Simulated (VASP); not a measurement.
# AlN (P6_3mc) in VASP: notebook, part 2 of 2

VASP 6.6.1.

**4. Relaxation of cell and atoms, PBEsol, target pressure 10 GPa, at which the enthalpy is minimised**

INCAR reads:

```
ALGO = Normal ; EDIFF = 1E-6
EDIFFG = -0.002 ; ENCUT = 600
GGA = PS ; IBRION = 2
ISIF = 3 ; ISMEAR = 0
LASPH = True ; LCHARG = False
LREAL = False ; LWAVE = False
NELM = 100 ; NSW = 100
PREC = Accurate ; PSTRESS = 100.0
SIGMA = 0.01
```

KPOINTS reads:

```
k-points
0
Gamma
  8 8 6
```

POSCAR reads:

```
AlN
1.0
    3.1138295412      0.0000000000      0.0000000000
   -1.5569147706      2.6966554857      0.0000000000
    0.0000000000      0.0000000000      4.9828520803
Al N
2 2
Direct
    0.3333333333      0.6666666667     -0.0010085627
    0.6666666667      0.3333333333      0.4989914373
    0.3333333333      0.6666666667      0.3810085627
    0.6666666667      0.3333333333      0.8810085627
```

Started as:

```sh
$ cat potpaw_PBE.64/Al/POTCAR potpaw_PBE.64/N/POTCAR > POTCAR
$ mpirun -np 1 vasp_std > vasp.out
```

Run time: 39 s. Hardware: 1 thread of Intel Xeon 6975P-C (Granite Rapids), shared host; peak memory 0.18 GiB.

It converged, with:

- Free energy: -31.2601 eV
- Relaxed volume: 9.99 Å³/atom
- Relaxed cell: a = 3.070 Å, b = 3.070 Å, c = 4.896 Å, α = 90.00°, β = 90.00°, γ = 120.00°
- Space group after relaxing (to 0.05 Å): P6_3mc (No. 186)
- Energy change on relaxing (the enthalpy is what falls): +13.9 meV/atom
- Ionic steps: 9
- Pressure after relaxing: 10.0 GPa
- Band gap on the k mesh: 4.49 eV, direct

The path:
```
step  energy change (eV)  largest force (eV/Å)  pressure (GPa)  volume (Å³)
   1              0.0000                0.0003           -0.19        41.84
   2              0.2657                0.0424           23.81        37.94
   3              0.0541                0.0188            9.88        39.99
   4              0.0564                0.0191           10.10        39.95
   5              0.0565                0.0244           10.10        39.95
   6              0.0567                0.0285           10.10        39.94
   7              0.0546                0.0223            9.88        39.98
   8              0.0555                0.0002            9.97        39.96
   9              0.0555                0.0006            9.97        39.96
```

Final structure:
```yaml
crystal:
  lattice:
    - [3.07005, 0.00000, 0.00000]
    - [-1.53503, 2.65875, 0.00000]
    - [0.00000, 0.00000, 4.89564]
  atoms:
    - { symbol: Al, position: [0.33333, 0.66667, 0.99847] }
    - { symbol: Al, position: [0.66667, 0.33333, 0.49847] }
    - { symbol: N, position: [0.33333, 0.66667, 0.38153] }
    - { symbol: N, position: [0.66667, 0.33333, 0.88153] }
```

Levels at points of the mesh, in eV from the valence-band top:
```
           k point  band 6  band 7  band 8  band 9  band 10  band 11
(0.00, 0.00, 0.00)   -0.28   -0.28    0.00    4.49     6.89    10.87
(0.50, 0.00, 0.00)   -2.23   -1.90   -0.75    5.77     5.78     8.43
(0.00, 0.00, 0.50)   -0.62   -0.62   -0.62    6.73     6.73    10.56
(0.50, 0.00, 0.50)   -1.57   -1.43   -1.43    5.31     5.31     9.37
```

Caveat: the cell is relaxed towards a set pressure, so the enthalpy falls and the energy may rise; the PAW data sets were made with another functional, which shifts forces and pressure a little. A k mesh can miss the band edges.

**5. Relaxation of cell and atoms, PBEsol, target pressure 15 GPa, at which the enthalpy is minimised**

INCAR reads:

```
SYSTEM = AlN
PREC     = Accurate       ! precision mode
ENCUT    = 600            ! plane-wave cutoff, eV
EDIFF    = 1E-7           ! SCF threshold, eV
ISMEAR   = 0              ! smearing method
SIGMA    = 0.01           ! smearing width, eV
LREAL    = .False.        ! projectors in reciprocal space
LASPH    = .True.         ! aspherical terms in the spheres
NELM     = 100            ! most SCF steps
ALGO     = Normal         ! electronic algorithm
ISIF     = 3              ! what is computed and relaxed
LWAVE    = .False.        ! write WAVECAR
LCHARG   = .False.        ! write CHGCAR
GGA      = PS             ! functional
IBRION   = 2              ! ionic algorithm
NSW      = 100            ! ionic steps
EDIFFG   = -0.002         ! ionic threshold
PSTRESS  = 150.0
```

KPOINTS reads:

```
regular mesh
0
Gamma
  8 8 6
  0 0 0
```

POSCAR is that of step 4.

Potentials or basis: VASP PAW PBE potentials, release 64 (Al, N).

Started as:

```sh
$ cat potpaw_PBE.64/Al/POTCAR potpaw_PBE.64/N/POTCAR > POTCAR
$ mpirun -np 1 vasp_std > vasp.out
```

OUTCAR:

```text
SYSTEM = AlN
   PREC = Accurate
   ENCUT = 600
   EDIFF = 1E-7
   ISMEAR = 0
   LREAL = .False.
   LASPH = .True.
   NELM = 100
   ISIF = 3
   GGA = PS
   IBRION = 2
   NSW = 100
   EDIFFG = -0.002
   PSTRESS = 150.0

 ion  position               nearest neighbor table
   1  0.333  0.667  0.999-   4 1.89   4 1.89   4 1.89   3 1.90   2 3.07   2 3.07   2 3.07   2 3.07
                             2 3.07   2 3.07
   2  0.667  0.333  0.499-   3 1.89   3 1.89   3 1.89   4 1.90   1 3.07   1 3.07   1 3.07   1 3.07
                             1 3.07   1 3.07
   3  0.333  0.667  0.381-   2 1.89   2 1.89   2 1.89   1 1.90
   4  0.667  0.333  0.881-   1 1.89   1 1.89   1 1.89   2 1.90

  LATTYP: Found a hexagonal cell.
 ALAT       =     3.1138295412
 C/A-ratio  =     1.6002327727

  Lattice vectors:

 A1 = (   3.1138295412,   0.0000000000,   0.0000000000)
 A2 = (  -1.5569147706,   2.6966554857,   0.0000000000)
 A3 = (   0.0000000000,   0.0000000000,   4.9828520803)

Analysis of symmetry for initial positions (statically):
=====================================================================
 Subroutine PRICEL returns:
 Original cell was already a primitive cell.

 Routine SETGRP: Setting up the symmetry group for a
 hexagonal supercell.

 Subroutine GETGRP returns: Found 12 space group operations
 (whereof  6 operations were pure point group operations)
 out of a pool of 24 trial point group operations.

The static configuration has the point symmetry C_3v.
 The point group associated with its full space group is C_6v.

Analysis of symmetry for dynamics (positions and initial velocities):
=====================================================================
 Subroutine PRICEL returns:
 Original cell was already a primitive cell.

 Routine SETGRP: Setting up the symmetry group for a
 hexagonal supercell.

 Subroutine GETGRP returns: Found 12 space group operations
 (whereof  6 operations were pure point group operations)
 out of a pool of 24 trial point group operations.

The dynamic configuration has the point symmetry C_3v.
 The point group associated with its full space group is C_6v.

 Subroutine INISYM returns: Found 12 space group operations
 (whereof  6 operations are pure point group operations),
 and found     1 'primitive' translations

----------------------------------------------------------------------------------------

                                     Primitive cell

  volume of cell :      41.8406

  direct lattice vectors                    reciprocal lattice vectors
     3.113829541  0.000000000  0.000000000     0.321147958  0.185414860  0.000000000
    -1.556914771  2.696655486  0.000000000     0.000000000  0.370829720  0.000000000
     0.000000000  0.000000000  4.982852080     0.000000000  0.000000000  0.200688277

  length of vectors
     3.113829541  3.113829541  4.982852080     0.370829720  0.370829720  0.200688277

  position of ions in fractional coordinates (direct lattice)
     0.333333333  0.666666667  0.998991437
     0.666666667  0.333333333  0.498991437
     0.333333333  0.666666667  0.381008563
     0.666666667  0.333333333  0.881008563

  ion indices of the primitive-cell ions
   primitive index   ion index
                 1           1
                 2           2
                 3           3
                 4           4

[... 65 lines left out ...]
   ISPIN  =      1    spin polarized calculation?
   LNONCOLLINEAR =      F non collinear calculations
   LSORBIT =      F    spin-orbit coupling
   LASPH  =      T    aspherical Exc in radial PAW
   ENCUT  =  600.0 eV  44.10 Ry    6.64 a.u.   6.22  6.22  9.95*2*pi/ulx,y,z
   NELM   =    100;   NELMIN=  2; NELMDL= -5     # of ELM steps
   EDIFF  = 0.1E-06   stopping-criterion for ELM
   LREAL  =      F    real-space projection
   EDIFFG = -.2E-02   stopping-criterion for IOM
   NSW    =    100    number of steps for IOM
   IBRION =      2    ionic relax: 0-MD 1-quasi-New 2-CG
   NFREE  =      1    steps in history (QN), initial steepest desc. (CG)
   ISIF   =      3    stress and relaxation
   ISYM   =      2    0-nonsym 1-usesym 2-fastsym
   POTIM  = 0.5000    time-step for ionic-motion
   TEBEG  =    0.0;   TEEND  =   0.0 temperature during run
   PSTRESS=  150.0 pullay stress
   NELECT =      16.0000    total number of electrons
   NUPDOWN=      -1.0000    fix difference up-down
   EMIN   =  10.00;   EMAX   =-10.00  energy-range for DOS
   EFERMI =   0.00;   METHOD = LEGACY
   ISMEAR =     0;   SIGMA  =   0.01  broadening in eV -4-tet -1-fermi 0-gaus
   EFERMI_NEDOS =   21; number of points for ismear=-14 and -15
   IALGO  =     38    algorithm
   IMIX   =      4    mixing-type and parameters
     AMIX     =   0.40;   BMIX     =  1.00
     AMIX_MAG =   1.60;   BMIX_MAG =  1.00
  volume/ion in A,a.u.               =      10.46        70.59
  Fermi-wavevector in a.u.,A,eV,Ry     =   1.188271  2.245506 19.211253  1.411987
  Thomas-Fermi vector in A             =   2.324404
   LORBIT       =      0    0 simple, 1 ext, 2 COOP (PROOUT), +10 PAW based schemes
   GGA     = PS    functional components
   LHFCALC =     F    Hartree Fock is set to
   AEXX    =    0.0000 exact exchange contribution
   IVDW    =     0    specifies the selected vdW correction
   LEPSILON=     F    determine dielectric tensor
   LRPA    =     F    only Hartree local field effects (RPA)
 conjugate gradient relaxation of ions
 non-spin polarized calculation
 Gauss-broadening in eV      SIGMA  =   0.01
  energy-cutoff  :      600.00
  volume of cell :       41.84
 maximum number of plane-waves:      1412
 NGX is ok and might be reduce to    28
   NGX = 13   NGY = 13   NGZ = 19

--------------------------------------- Ionic step        1  -------------------------------------------

 number of electron      15.9999999 magnetization

 Free energy of the ion-electron system (eV)
  ---------------------------------------------------
  ext. energy  EPLUGINS =         0.00000000
  ---------------------------------------------------
  free energy    TOTEN  =       -31.31566105 eV

  energy without entropy =      -31.31566105  energy(sigma->0) =      -31.31566105

------------------------ aborting loop because EDIFF is reached ----------------------------------------

  FORCE on cell =-STRESS in cart. coord.  units (eV):
  Direction    XX          YY          ZZ          XY          YZ          ZX
  --------------------------------------------------------------------------------------
  -------------------------------------------------------------------------------------
  Total       -0.0372686     -0.0372686     -0.0260948      0.0000000      0.0000000      0.0000000
  in kB       -1.4271038     -1.4271038     -0.9992306      0.0000000      0.0000000      0.0000000
  external PRESSURE =    -151.2844794 kB  Pullay stress =     150.0000000 kB
[... 267 lines left out ...]
--------------------------------------- Ionic step        8  -------------------------------------------

 number of electron      16.0000002 magnetization

 Free energy of the ion-electron system (eV)
  ---------------------------------------------------
  ext. energy  EPLUGINS =         0.00000000
  ---------------------------------------------------
  free energy    TOTEN  =       -31.19814633 eV

  energy without entropy =      -31.19814633  energy(sigma->0) =      -31.19814633

 E-fermi :   6.8323     XC(G=0): -11.3919

 val. band max:        6.7542545102   @ k =   0.0000   0.0000   0.0000
 cond. band min:      11.4142978424   @ k =   0.0000   0.0000   0.0000
 fundamental gap:      4.6600433322
 Fermi energy:         6.8323293158

 k-point     1 :       0.0000    0.0000    0.0000
  band No.  band energies     occupation
      1      -8.8686      2.00000
      2      -6.4482      2.00000
      3       0.3706      2.00000
      4       5.7610      2.00000
      5       5.7610      2.00000
      6       6.4470      2.00000
      7       6.4470      2.00000
      8       6.7543      2.00000
      9      11.4143      0.00000
     10      13.7855      0.00000
     11      17.7903      0.00000
     12      18.1424      0.00000
[... 331 lines left out ...]
 k-point    24 :       0.3750   -0.0000    0.3333
  band No.  band energies     occupation
      1      -6.9112      2.00000
      2      -6.2206      2.00000
      3       1.1267      2.00000
      4       1.8349      2.00000
      5       4.1640      2.00000
      6       4.9234      2.00000
      7       5.6376      2.00000
      8       5.7291      2.00000
      9      12.1412      0.00000
     10      13.0293      0.00000
     11      16.0630      0.00000
     12      17.0453      0.00000

 [... further k-points ...]

------------------------ aborting loop because EDIFF is reached ----------------------------------------

  FORCE on cell =-STRESS in cart. coord.  units (eV):
  Direction    XX          YY          ZZ          XY          YZ          ZX
  --------------------------------------------------------------------------------------
  -------------------------------------------------------------------------------------
  Total        3.6621618      3.6621618      3.6667490      0.0000000     -0.0000000      0.0000000
  in kB      149.8238099    149.8238099    150.0114751      0.0000000     -0.0000000      0.0000000
  external PRESSURE =      -0.1136350 kB  Pullay stress =     150.0000000 kB
[... 23 lines left out ...]
  energy  without entropy=      -31.1981463334  energy(sigma->0) =      -31.19814633

  enthalpy is  TOTEN    =       -27.5316778622 eV   P V=        3.6664684712

 reached required accuracy - stopping structural energy minimisation
```

Wall time 45 s (1 thread of Intel Xeon 6975P-C (Granite Rapids), shared host); peak memory 0.18 GiB.

What came out:

- Free energy: -31.1981 eV
- Relaxed volume: 9.79 Å³/atom
- Relaxed cell: a = 3.052 Å, b = 3.052 Å, c = 4.856 Å, α = 90.00°, β = 90.00°, γ = 120.00°
- Space group after relaxing (to 0.05 Å): P6_3mc (No. 186)
- Energy change on relaxing (the enthalpy is what falls): +29.4 meV/atom
- Ionic steps: 8
- Pressure after relaxing: 15.0 GPa
- Band gap on the k mesh: 4.66 eV, direct

The path:
| step | energy change (eV) | largest force (eV/Å) | pressure (GPa) | volume (Å³) |
| --- | --- | --- | --- | --- |
| 1 | 0.0000 | 0.0003 | -0.13 | 41.84 |
| 2 | 0.6174 | 0.0695 | 39.31 | 36.14 |
| 3 | 0.1126 | 0.0279 | 14.71 | 39.22 |
| 4 | 0.1174 | 0.0285 | 15.03 | 39.17 |
| 5 | 0.1176 | 0.0374 | 15.03 | 39.16 |
| 6 | 0.1180 | 0.0456 | 15.03 | 39.16 |
| 7 | 0.1174 | 0.0202 | 14.97 | 39.16 |
| 8 | 0.1175 | 0.0004 | 14.99 | 39.16 |

Final structure:
```xyz
4
Lattice="3.0516 0.0000 0.0000 -1.5258 2.6428 0.0000 0.0000 0.0000 4.8559" Properties=species:S:1:pos:R:3 pbc="T T T"
Al    0.0000    1.7619    4.8470
Al    1.5258    0.8809    2.4190
N     0.0000    1.7619    1.8542
N     1.5258    0.8809    4.2822
```

Levels at points of the mesh, in eV from the valence-band top:
```tsv
k point	band 5	band 6	band 7	band 8	band 9	band 10	band 11	band 12
(0.00, 0.00, 0.00)	-0.99	-0.31	-0.31	0.00	4.66	7.03	11.04	11.39
(0.50, 0.00, 0.00)	-3.58	-2.29	-1.94	-0.77	5.81	5.82	8.59	10.59
(0.00, 0.00, 0.50)	-0.66	-0.66	-0.66	-0.66	6.88	6.88	10.72	10.72
(0.50, 0.00, 0.50)	-1.62	-1.62	-1.46	-1.46	5.37	5.37	9.47	9.47
```

Caveat: the cell is relaxed towards a set pressure, so the enthalpy falls and the energy may rise; the PAW data sets were made with another functional, which shifts forces and pressure a little.

**6. Single point, PBEsol**

INCAR reads:

```
SYSTEM = AlN
  PREC = Accurate
  ENCUT = 520
  EDIFF = 1E-6
  ISMEAR = -1
  SIGMA = 0.08
  LREAL = .False.
  LASPH = .True.
  NELM = 60
  ALGO = Normal
  ISIF = 2
  LWAVE = .False.
  LCHARG = .False.
  GGA = PS
  NBANDS = 16
```

KPOINTS reads:

```
Automatic mesh
0
Gamma
  14 14 8
  0 0 0
```

POSCAR is that of step 5.

Potentials or basis: VASP PAW PBE potentials, release 64 (Al, N).

Started as:

```sh
$ cat potpaw_PBE.64/Al/POTCAR potpaw_PBE.64/N/POTCAR > POTCAR
$ mpirun -np 1 vasp_std > vasp.out
```

OUTCAR:

```text
SYSTEM = AlN
   PREC = Accurate
   ENCUT = 520
   EDIFF = 1E-6
   ISMEAR = -1
   LREAL = .False.
   LASPH = .True.
   NELM = 60
   ISIF = 2
   GGA = PS

 ion  position               nearest neighbor table
   1  0.333  0.667  0.999-   4 1.89   4 1.89   4 1.89   3 1.90   2 3.07   2 3.07   2 3.07   2 3.07
                             2 3.07   2 3.07
   2  0.667  0.333  0.499-   3 1.89   3 1.89   3 1.89   4 1.90   1 3.07   1 3.07   1 3.07   1 3.07
                             1 3.07   1 3.07
   3  0.333  0.667  0.381-   2 1.89   2 1.89   2 1.89   1 1.90
   4  0.667  0.333  0.881-   1 1.89   1 1.89   1 1.89   2 1.90

  LATTYP: Found a hexagonal cell.
 ALAT       =     3.1138295412
 C/A-ratio  =     1.6002327727

  Lattice vectors:

 A1 = (   3.1138295412,   0.0000000000,   0.0000000000)
 A2 = (  -1.5569147706,   2.6966554857,   0.0000000000)
 A3 = (   0.0000000000,   0.0000000000,   4.9828520803)

Analysis of symmetry for initial positions (statically):
=====================================================================
[... 173 lines left out ...]
  ---------------------------------------------------
  free energy    TOTEN  =       -31.31242080 eV

  energy without entropy =      -31.31242080  energy(sigma->0) =      -31.31242080

 E-fermi :   7.6014     XC(G=0): -11.0999

 val. band max:        6.0532652095   @ k =   0.0000   0.0000   0.0000
 cond. band min:      10.1641394886   @ k =   0.0000   0.0000   0.0000
 fundamental gap:      4.1108742792
 Fermi energy:         7.6014248314

 k-point     1 :       0.0000    0.0000    0.0000
  band No.  band energies     occupation
      1      -9.1101      2.00000
      2      -6.9294      2.00000
      3       0.0019      2.00000
      4       5.1731      2.00000
      5       5.1731      2.00000
      6       5.8278      2.00000
[... 433 lines left out ...]
      3       1.1321      2.00000
      4       2.2524      2.00000
      5       2.2709      2.00000
      6       3.4025      2.00000
[... 8 lines left out ...]
     15      18.9246      0.00000
     16      20.3549      0.00000

 [... further k-points ...]
[... 5 lines left out ...]
  --------------------------------------------------------------------------------------
  -------------------------------------------------------------------------------------
  Total       -0.0149063     -0.0149063     -0.0024406      0.0000000      0.0000000      0.0000000
  in kB       -0.5707995     -0.5707995     -0.0934579      0.0000000      0.0000000      0.0000000
  external PRESSURE =      -0.4116856 kB  Pullay stress =       0.0000000 kB

 VOLUME and BASIS-vectors are now :
 -----------------------------------------------------------------------------
  energy-cutoff  :      520.00
  volume of cell :       41.84
      direct lattice vectors                 reciprocal lattice vectors
     3.113829541  0.000000000  0.000000000     0.321147958  0.185414860  0.000000000
    -1.556914771  2.696655486  0.000000000     0.000000000  0.370829720  0.000000000
     0.000000000  0.000000000  4.982852080     0.000000000  0.000000000  0.200688277

 POSITION                                       TOTAL-FORCE (eV/Angst)
 -----------------------------------------------------------------------------------
     -0.00000      1.79777      4.97783         0.000000     -0.000000     -0.000210
      1.55691      0.89889      2.48640        -0.000000      0.000000     -0.000210
     -0.00000      1.79777      1.89851         0.000000      0.000000      0.000210
      1.55691      0.89889      4.38994        -0.000000     -0.000000      0.000210
 -----------------------------------------------------------------------------------
    total drift:                               -0.000000      0.000000      0.000565

  FREE ENERGIE OF THE ION-ELECTRON SYSTEM (eV)
  ---------------------------------------------------
  free  energy   TOTEN  =       -31.3124207973 eV

  energy  without entropy=      -31.3124207971  energy(sigma->0) =      -31.31242080
```

Wall time 20 s (1 thread of Intel Xeon 6975P-C (Granite Rapids), shared host); peak memory 0.2 GiB.

Results:

* Free energy: -31.3124 eV
* Pressure: 0.0 GPa
* Band gap on the k mesh: 4.11 eV, direct

Caveat: the PAW data sets were made with another functional, which shifts forces and pressure a little. A k mesh can miss the band edges.

**7. The runs side by side**

```csv
task,cell,k mesh,cutoff (eV),smearing,gap on the mesh (eV),pressure (GPa)
relaxation of cell and atoms,"relaxed to 4 GPa from a = 3.114, b = 3.114, c = 4.983 Å, angles 90.0, 90.0, 120.0°, 4 atoms",8 × 8 × 6,600,gaussian 0.01 eV,4.28,4.0
relaxation of cell and atoms,"relaxed to 7 GPa from a = 3.114, b = 3.114, c = 4.983 Å, angles 90.0, 90.0, 120.0°, 4 atoms",8 × 8 × 6,600,gaussian 0.01 eV,4.39,7.0
relaxation of cell and atoms,"relaxed to 10 GPa from a = 3.114, b = 3.114, c = 4.983 Å, angles 90.0, 90.0, 120.0°, 4 atoms",8 × 8 × 6,600,gaussian 0.01 eV,4.49,10.0
relaxation of cell and atoms,"relaxed to 15 GPa from a = 3.114, b = 3.114, c = 4.983 Å, angles 90.0, 90.0, 120.0°, 4 atoms",8 × 8 × 6,600,gaussian 0.01 eV,4.66,15.0
single point,"a = 3.114, b = 3.114, c = 4.983 Å, angles 90.0, 90.0, 120.0°, 4 atoms",14 × 14 × 8,520,fermi-dirac 0.08 eV,4.11,0.0
```

Alike in all rows: level PBEsol; potentials or basis VASP PAW PBE potentials, release 64 (Al, N); no spin polarisation.

Caveats: the PAW data sets were made with another functional, which shifts forces and pressure a little; the cell is relaxed towards a set pressure, so the enthalpy falls and the energy may rise (some runs).

Absolute energies hang on the potentials; compare differences alone.
